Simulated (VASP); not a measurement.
# Zn3Ga2S2 (R-3m) in VASP: single point with LDA

Aim: the single point of Zn3Ga2S2 with LDA.

Program: VASP 6.6.1. These are calculated values, not measurements. Logs are shortened: lines on timing, memory, paths and dates and some standing lists are left out, and cuts for length are marked.

## (1) The cell of the first run

It takes space group R-3m (No. 166, trigonal). The conventional cell has a = 5.200 Å, b = 5.200 Å, c = 13.364 Å, α = 90.00°, β = 90.00°, γ = 120.00°. Within 3.5 Å of Ga (site symmetry -3m) lie 6 Zn at 2.69 Å and 6 S at 3.09 Å. Within 3.4 Å of Ga (site symmetry -3m) lie 6 Zn at 2.60 Å and 8 S at 2.95 to 3.36 Å. Zn (site symmetry 2/m) has 2 S at 2.12 Å and 4 Zn at 2.60 Å and 4 Ga at 2.60 to 2.69 Å within 2.8 Å. S (site symmetry 3m) has 3 Zn at 2.12 Å within 2.8 Å.

## (2) Single point, LDA

The input, INCAR:

```
SYSTEM = Zn3Ga2S2
  ALGO = Normal
  EDIFF = 1E-6
  ENCUT = 520
  ISIF = 2
  ISMEAR = -1
  LASPH = .TRUE.
  LCHARG = .FALSE.
  LREAL = .FALSE.
  LWAVE = .FALSE.
  NBANDS = 46
  NELM = 60
  PREC = Accurate
  SIGMA = 0.1234
```

The input, KPOINTS:

```
k-points
0
G
  8 8 8
  0 0 0
```

The input, POSCAR:

```
Zn3Ga2S2
1.0
    0.0000000000     -2.9708730000      4.2671970000
    2.5164100000     -1.5791540000     -4.2671970000
    2.8553330000      1.5791540000      4.2671970000
Ga Zn S
2 3 2
Direct
    0.0000000000      0.0000000000      0.0000000000
    0.5000000000      0.5000000000      0.5000000000
    0.0000000000      0.5000000000      0.5000000000
    0.5000000000      0.0000000000      0.5000000000
    0.0000000000      0.0000000000      0.5000000000
    0.7210000000      0.2790000000      0.8370000000
    0.2790000000      0.7210000000      0.1630000000
```

Potentials or basis: VASP PAW LDA potentials, release 64 (Ga_d, Zn, S).

On the command line:

```sh
> cat potpaw_LDA.64/Ga_d/POTCAR potpaw_LDA.64/Zn/POTCAR potpaw_LDA.64/S/POTCAR > POTCAR
> mpirun -np 1 vasp_std > vasp.out
```

OUTCAR:

```text
SYSTEM = Zn3Ga2S2
   EDIFF = 1E-6
   ENCUT = 520
   ISIF = 2
   ISMEAR = -1
   LASPH = .TRUE.
   LREAL = .FALSE.
   NELM = 60
   PREC = Accurate

 ion  position               nearest neighbor table
   1  0.000  0.000  0.000-   3 2.69   3 2.69   5 2.69   5 2.69   4 2.69   4 2.69
   2  0.500  0.500  0.500-   4 2.60   4 2.60   3 2.60   3 2.60   5 2.60   5 2.60
   3  0.000  0.500  0.500-   6 2.12   7 2.12   5 2.60   5 2.60   2 2.60   2 2.60   4 2.60   4 2.60
                             1 2.69   1 2.69
   4  0.500  0.000  0.500-   6 2.12   7 2.12   2 2.60   2 2.60   5 2.60   5 2.60   3 2.60   3 2.60
                             1 2.69   1 2.69
   5  0.000  0.000  0.500-   6 2.12   7 2.12   3 2.60   3 2.60   4 2.60   4 2.60   2 2.60   2 2.60
                             1 2.69   1 2.69
   6  0.721  0.279  0.837-   4 2.12   5 2.12   3 2.12
   7  0.279  0.721  0.163-   4 2.12   5 2.12   3 2.12

  LATTYP: Found a trigonal (rhomboedric) cell.
 ALAT       =     5.3717430000
 COS(alpha) =     0.5315463820

  Lattice vectors:

 A1 = (   5.3717430000,   0.0000000000,   0.0000000000)
 A2 = (   2.8553330000,   4.5500270000,   0.0000000000)
 A3 = (   2.8553330000,   1.5791540000,   4.2671970000)

Analysis of symmetry for initial positions (statically):
=====================================================================
 Subroutine PRICEL returns:
 Original cell was already a primitive cell.

 Routine SETGRP: Setting up the symmetry group for a
 trigonal (rhombohedral) supercell.

 Subroutine GETGRP returns: Found 12 space group operations
 (whereof 12 operations were pure point group operations)
 out of a pool of 12 trial point group operations.

The static configuration has the point symmetry D_3d.

Analysis of symmetry for dynamics (positions and initial velocities):
=====================================================================
 Subroutine PRICEL returns:
 Original cell was already a primitive cell.

 Routine SETGRP: Setting up the symmetry group for a
 trigonal (rhombohedral) supercell.

 Subroutine GETGRP returns: Found 12 space group operations
 (whereof 12 operations were pure point group operations)
 out of a pool of 12 trial point group operations.

The dynamic configuration has the point symmetry D_3d.

 Subroutine INISYM returns: Found 12 space group operations
 (whereof 12 operations are pure point group operations),
 and found     1 'primitive' translations

----------------------------------------------------------------------------------------

                                     Primitive cell

  volume of cell :     104.2970

  direct lattice vectors                    reciprocal lattice vectors
     0.000000000 -2.970873000  4.267197000     0.000000000 -0.219778916  0.081333192
     2.516410000 -1.579154000 -4.267197000     0.186159316 -0.116822787 -0.081333406
     2.855333000  1.579154000  4.267197000     0.186159316  0.102956128  0.071679274

  length of vectors
     5.199524653  5.199520832  5.371743119     0.234345599  0.234345850  0.224484239

  position of ions in fractional coordinates (direct lattice)
     0.000000000  0.000000000  0.000000000
     0.500000000  0.500000000  0.500000000
     0.000000000  0.500000000  0.500000000
     0.500000000  0.000000000  0.500000000
     0.000000000  0.000000000  0.500000000
     0.721000000  0.279000000  0.837000000
     0.279000000  0.721000000  0.163000000

  ion indices of the primitive-cell ions
   primitive index   ion index
                 1           1
                 2           2
                 3           3
                 4           4
                 5           5
                 6           6
                 7           7

----------------------------------------------------------------------------------------

 KPOINTS: k-points

Automatic generation of k-mesh.
 Grid dimensions read from file:
 generate k-points for:    8    8    8

 Generating k-lattice:

  Cartesian coordinates                     Fractional coordinates (reciprocal lattice)
     0.000000000 -0.027472364  0.010166649     0.125000000  0.000000000  0.000000000
     0.023269914 -0.014602848 -0.010166676    -0.000000000  0.125000000  0.000000000
     0.023269914  0.012869516  0.008959909     0.000000000 -0.000000000  0.125000000

  Length of vectors
     0.029293200  0.029293231  0.028060530

  Shift w.r.t. Gamma in fractional coordinates (k-lattice)
     0.000000000  0.000000000  0.000000000

 Subroutine IBZKPT returns following result:
 ===========================================

 Found     65 irreducible k-points:

 Following reciprocal coordinates:
            Coordinates               Weight
  0.000000  0.000000  0.000000      1.000000
  0.125000 -0.000000  0.000000      6.000000
  0.250000 -0.000000  0.000000      6.000000
  0.375000 -0.000000  0.000000      6.000000
  0.500000 -0.000000  0.000000      3.000000
  0.125000  0.125000  0.000000      6.000000
[... 16 lines left out ...]
  0.250000  0.000000  0.125000      6.000000
  0.375000  0.000000  0.125000      6.000000
 [... further k-points ...]
   k-points           NKPTS =     65   k-points in BZ     NKDIM =     65   number of bands    NBANDS=     46
   number of dos      NEDOS =    301   number of ions     NIONS =      7
   total plane-waves  NPLWV =  64000
   dimension x,y,z NGX =    40 NGY =   40 NGZ =   40
   dimension x,y,z NGXF=    80 NGYF=   80 NGZF=   80
   ions per type =               2   3   2
   NGX,Y,Z   is equivalent  to a cutoff of  12.79, 12.79, 12.38 a.u.
   NGXF,Y,Z  is equivalent  to a cutoff of  25.58, 25.58, 24.76 a.u.
 SYSTEM =  Zn3Ga2S2
   PREC   = accura    normal or accurate (medium, high low for compatibility)
   ISTART =      0    job   : 0-new  1-cont  2-samecut
   ICHARG =      2    charge: 1-file 2-atom 10-const
   ISPIN  =      1    spin polarized calculation?
   LNONCOLLINEAR =      F non collinear calculations
   LSORBIT =      F    spin-orbit coupling
   LASPH  =      T    aspherical Exc in radial PAW
   ENCUT  =  520.0 eV  38.22 Ry    6.18 a.u.   9.67  9.67  9.99*2*pi/ulx,y,z
   NELM   =     60;   NELMIN=  2; NELMDL= -5     # of ELM steps
   EDIFF  = 0.1E-05   stopping-criterion for ELM
   LREAL  =      F    real-space projection
   EDIFFG = 0.1E-04   stopping-criterion for IOM
   NSW    =      0    number of steps for IOM
   IBRION =     -1    ionic relax: 0-MD 1-quasi-New 2-CG
   NFREE  =      0    steps in history (QN), initial steepest desc. (CG)
   ISIF   =      2    stress and relaxation
   ISYM   =      2    0-nonsym 1-usesym 2-fastsym
   POTIM  = 0.5000    time-step for ionic-motion
   TEBEG  =    0.0;   TEEND  =   0.0 temperature during run
   PSTRESS=    0.0 pullay stress
   NELECT =      74.0000    total number of electrons
   NUPDOWN=      -1.0000    fix difference up-down
   EMIN   =  10.00;   EMAX   =-10.00  energy-range for DOS
   EFERMI =   0.00;   METHOD = LEGACY
   ISMEAR =    -1;   SIGMA  =   0.12  broadening in eV -4-tet -1-fermi 0-gaus
   EFERMI_NEDOS =   21; number of points for ismear=-14 and -15
   IALGO  =     38    algorithm
   IMIX   =      4    mixing-type and parameters
     AMIX     =   0.40;   BMIX     =  1.00
     AMIX_MAG =   1.60;   BMIX_MAG =  1.00
  volume/ion in A,a.u.               =      14.90       100.55
  Fermi-wavevector in a.u.,A,eV,Ry     =   1.460141  2.759266 29.007778  2.132012
  Thomas-Fermi vector in A             =   2.576625
   LORBIT       =      0    0 simple, 1 ext, 2 COOP (PROOUT), +10 PAW based schemes
   GGA     = CA    functional components
   LHFCALC =     F    Hartree Fock is set to
   AEXX    =    0.0000 exact exchange contribution
   IVDW    =     0    specifies the selected vdW correction
   LEPSILON=     F    determine dielectric tensor
   LRPA    =     F    only Hartree local field effects (RPA)
 non-spin polarized calculation
  energy-cutoff  :      520.00
  volume of cell :      104.30
 maximum number of plane-waves:      2866
   NGX = 19   NGY = 19   NGZ = 19

 number of electron      74.0000013 magnetization

 Free energy of the ion-electron system (eV)
  ---------------------------------------------------
  ext. energy  EPLUGINS =         0.00000000
  ---------------------------------------------------
  free energy    TOTEN  =       -20.55519410 eV

  energy without entropy =      -20.43449763  energy(sigma->0) =      -20.49484587

 E-fermi :   6.2835     XC(G=0): -11.8683

 val. band max:        6.2831418152   @ k =   0.3750   0.3750   0.0000
 cond. band min:       6.3144827006   @ k =  -0.3750   0.3750   0.1250
 fundamental gap:      0.0313408854
 Fermi energy:         6.2834635850

 k-point     1 :       0.0000    0.0000    0.0000
  band No.  band energies     occupation
      1     -10.0318      2.00000
      2      -9.1157      2.00000
      3      -9.1157      2.00000
      4      -9.0834      2.00000
      5      -9.0834      2.00000
      6      -9.0828      2.00000
[... 38 lines left out ...]
     45      15.2573      0.00000
     46      15.2573      0.00000

 k-point     2 :       0.1250   -0.0000    0.0000
  band No.  band energies     occupation
      1      -9.9603      2.00000
      2      -9.1236      2.00000
      3      -9.1145      2.00000
      4      -9.0819      2.00000
      5      -9.0812      2.00000
      6      -9.0795      2.00000
[... 38 lines left out ...]
     45      14.6418      0.00000
     46      14.7175      0.00000

 k-point     3 :       0.2500   -0.0000    0.0000
  band No.  band energies     occupation
      1      -9.7602      2.00000
      2      -9.1433      2.00000
      3      -9.1116      2.00000
      4      -9.0781      2.00000
      5      -9.0756      2.00000
      6      -9.0701      2.00000
[... 1018 lines left out ...]
     45      13.4880      0.00000
     46      14.1241      0.00000

 k-point    24 :       0.3750    0.0000    0.1250
  band No.  band energies     occupation
      1      -9.5327      2.00000
      2      -9.1805      2.00000
      3      -9.1076      2.00000
      4      -9.0733      2.00000
      5      -9.0703      2.00000
      6      -9.0601      2.00000
[... 38 lines left out ...]
     45      12.6170      0.00000
     46      13.5206      0.00000

 [... further k-points ...]

------------------------ aborting loop because EDIFF is reached ----------------------------------------

  FORCE on cell =-STRESS in cart. coord.  units (eV):
  Direction    XX          YY          ZZ          XY          YZ          ZX
  --------------------------------------------------------------------------------------
  -------------------------------------------------------------------------------------
  Total       14.4819466     14.4650680     14.4611963      0.0134756      0.0051795      0.0093819
  in kB      222.4670161    222.2077332    222.1482566      0.2070082      0.0795660      0.1441212
  external PRESSURE =     222.2743353 kB  Pullay stress =       0.0000000 kB

 VOLUME and BASIS-vectors are now :
 -----------------------------------------------------------------------------
  energy-cutoff  :      520.00
  volume of cell :      104.30
      direct lattice vectors                 reciprocal lattice vectors
     0.000000000 -2.970873000  4.267197000     0.000000000 -0.219778916  0.081333192
     2.516410000 -1.579154000 -4.267197000     0.186159316 -0.116822787 -0.081333406
     2.855333000  1.579154000  4.267197000     0.186159316  0.102956128  0.071679274

 POSITION                                       TOTAL-FORCE (eV/Angst)
 -----------------------------------------------------------------------------------
      0.00000      0.00000      0.00000        -0.000000      0.000000      0.000000
      2.68587     -1.48544      2.13360         0.000000     -0.000000      0.000000
      2.68587      0.00000      0.00000        -0.000000      0.000000      0.000000
      1.42767     -0.69586      4.26720         0.000000      0.000000      0.000000
      1.42767      0.78958      2.13360        -0.000000      0.000000      0.000000
      3.09199     -1.26083      5.45774         4.162336      2.302001      1.602676
      2.27975     -1.71004     -1.19055        -4.162336     -2.302001     -1.602676
 -----------------------------------------------------------------------------------
    total drift:                               -0.000000     -0.000000     -0.000000

  FREE ENERGIE OF THE ION-ELECTRON SYSTEM (eV)
  ---------------------------------------------------
  free  energy   TOTEN  =       -20.5551941032 eV

  energy  without entropy=      -20.4344976316  energy(sigma->0) =      -20.49484587
```

Wall time 3.2 min (1 thread of Intel Xeon 6975P-C (Granite Rapids), shared host); peak memory 0.37 GiB.

Results:

* Free energy: -20.5552 eV
* Pressure: 22.2 GPa
* Largest force: 5.019 eV/Å
* Band gap on the k mesh: zero (bands 37 and 38 overlap by 3.56 eV)

Forces on the atoms (eV/Å):
```
Ga   0.000  0.000  0.000
Ga   0.000  0.000  0.000
Zn   0.000  0.000  0.000
Zn   0.000  0.000  0.000
Zn   0.000  0.000  0.000
S    4.162  2.302  1.603
S   -4.162 -2.302 -1.603
```

Caveat: the cell stands under pressure; forces of over 1 eV/Å act on the atoms, so gaps and moduli don't describe the material at rest.

The gap in the log of VASP goes by the Fermi energy; the results here count the filled bands.